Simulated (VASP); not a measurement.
Runs of VASP 6.6.1 on Ta. The structure is that of space group Fm-3m (No. 225), or close to it. The cells are those of the table. 

```tsv
task	cell	cutoff (eV)	gap on the mesh (eV)	pressure (GPa)
single point	a = 2.763 Å, angles 60.0°, 1 atom	520	none	58.8
relaxation of cell and atoms	relaxed to 58 GPa from a = 2.763 Å, angles 60.0°, 1 atom	600	none	58.0
relaxation of cell and atoms	relaxed to 58 GPa from a = 2.762 Å, angles 60.0°, 1 atom	600	none	58.0
single point	a = 2.953 Å, angles 60.0°, 1 atom	520	none	(a)
single point	a = 2.761 Å, angles 60.0°, 1 atom	520	none	59.5
```

Alike in all rows: level PBEsol; potentials or basis VASP PAW PBE potentials, release 64 (Ta_pv); no spin polarisation; k mesh 17 × 17 × 17; smearing fermi-dirac 0.08 eV.

Fill in the values left out.

(a) 0.1.

Caveats: the PAW data sets were made with another functional, which shifts forces and pressure a little; spin-orbit coupling is left out, which moves the levels of the heavy elements; the cell is relaxed towards a set pressure, so the enthalpy falls and the energy may rise (some runs).

A k mesh can miss the band edges, and the runs leave out spin-orbit coupling on Ta.

A gap of «none» marks levels without a gap at the run's occupations.
